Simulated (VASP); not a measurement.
Set up this calculation in VASP 6.6.1, as the native input.

| Quantity | Value |
| --- | --- |
| Task | relaxation of shape and atoms at fixed volume |
| Functional | PBE |
| Potentials or basis | VASP PAW PBE potentials, release 64 (Hf_pv) |
| Cutoff | 600 eV |
| k mesh | 16 × 16 × 10 |
| Occupations | gaussian, width 0.05 eV |
| Spin | no spin polarisation |
| Dipole correction | no |
| Further INCAR settings | ALGO = Fast; EDIFF = 1e-06; IBRION = 2; EDIFFG = -0.01; NSW = 60; ISIF = 4 |

The structure of Hf lies in POSCAR:

```
Hf
1.0
    3.1842562413      0.0000000000      0.0000000000
   -1.5921281207      2.7576467971      0.0000000000
    0.0000000000      0.0000000000      5.0314998177
Hf
2
Direct
    0.3333333333      0.6666666667      0.2500000000
    0.6666666667      0.3333333333      0.7500000000
```

One way to write it, as run:

INCAR

```
ALGO = Fast
EDIFF = 1E-6
EDIFFG = -0.01
ENCUT = 600
GGA = PE
IBRION = 2
ISIF = 4
ISMEAR = 0
LASPH = True
LCHARG = False
LREAL = False
LWAVE = False
NELM = 100
NSW = 60
PREC = Accurate
SIGMA = 0.05
```

KPOINTS

```
k-points
0
Gamma
  16 16 10
```

Potentials or basis: VASP PAW PBE potentials, release 64 (Hf_pv).

The run is started by

```console
$ cat potpaw_PBE.64/Hf_pv/POTCAR > POTCAR
$ mpirun -np 1 vasp_std > vasp.out
```

Results of the run:

* Energy gained by relaxing: 0.0 meV/atom
* Ionic steps: 2
* Pressure after relaxing: 1.8 GPa
* Band gap on the k mesh: zero (bands 10 and 11 overlap by 1.55 eV)

Caveat: spin-orbit coupling is left out, which moves the levels of the heavy elements.

It took 4.4 min on 1 thread of Intel Xeon 8259CL, with other jobs on the host, peak memory 0.27 GiB.
